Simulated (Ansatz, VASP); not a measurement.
**Al3GaIr: VASP beside Ansatz**

File INCAR:

```
SYSTEM = Al3GaIr
  PREC = Accurate
  ENCUT = 520
  EDIFF = 1E-7
  ISMEAR = 0
  SIGMA = 0.1
  LREAL = .FALSE.
  LASPH = .TRUE.
  NELM = 100
  ALGO = Fast
  ISIF = 2
  LWAVE = .FALSE.
  LCHARG = .FALSE.
  GGA = PE
  NBANDS = 24
```

Contents of KPOINTS:

```
Automatic mesh
0
G
  6 6 4
  0 0 0
```

The input POSCAR:

```
Al3GaIr
1.0
    4.0420239138     -2.0440109904      0.0000000000
    4.0420239138      2.0440109904      0.0000000000
   -0.5134291799      0.0000000000      5.1204212858
Al Ga Ir
3 1 1
Direct
    0.0159950577      0.0159950577      0.9207718407
    0.6268150906      0.6268150906      0.3703287015
    0.3420397182      0.3420397182      0.6670787586
    0.3093328642      0.3093328642      0.1790984301
    0.7048877269      0.7048877269      0.8627222690
```

Input for Ansatz:

```yaml
crystal:
  lattice:
    - [4.0420239138, -2.0440109904, 0.0]
    - [4.0420239138, 2.0440109904, 0.0]
    - [-0.5134291799, 0.0, 5.1204212858]
  atoms:
    - { symbol: Al, position: [0.0159950577, 0.0159950577, 0.9207718407] }
    - { symbol: Al, position: [0.6268150906, 0.6268150906, 0.3703287015] }
    - { symbol: Al, position: [0.3420397182, 0.3420397182, 0.6670787586] }
    - { symbol: Ga, position: [0.3093328642, 0.3093328642, 0.1790984301] }
    - { symbol: Ir, position: [0.7048877269, 0.7048877269, 0.862722269] }
basis:
  ecutwfc: 420
kpoints:
  mp_grid: { grid: [6, 6, 4] }
hamiltonian:
  xc: pbe
scf:
  occupations: { method: gaussian, width: 0.1 }
  lower_state_search: "off"
output:
  forces: true
  stress: true
  eigenvalues: true
```

Change from the starting cell: the structure that the rattled cell fell into.

Alike in both runs: task single point; functional PBE; k mesh 6 × 6 × 4; occupations gaussian, width 0.1 eV; no spin polarisation.

|  | VASP | Ansatz |
| --- | --- | --- |
| version | VASP 6.6.1 | Ansatz 0.2.0 |
| potentials or method | VASP PAW PBE potentials, release 64 (Al, Ga_d, Ir), cutoff 520 eV | scalar-relativistic, plane waves, PAW |
| valence electrons in the cell | 31 | 39 |

|  | VASP | Ansatz | Ansatz less VASP |
| --- | --- | --- | --- |
| gap on the k mesh at the Fermi level (eV) | none | none | - |
| pressure (GPa) | -0.1 | -0.1 | -0.01 |
| traceless stress, the component that is largest in VASP (GPa) | 0.10 | 0.10 | -0.001 |
| rms of the force components (eV/Å) | 0.010 | 0.007 | -0.0029 |

Atom by atom the forces differ by 0.005 eV/Å (rms over components). A gap of «none» marks a metal or a gap that the smearing closes. With one functional, cell and mesh, what is left measures potentials, basis and numerics. VASP's potentials hold 31 valence electrons a cell and Ansatz's 39, so a difference there can come from the potentials and not from the codes.

Neither program's run includes spin-orbit coupling.
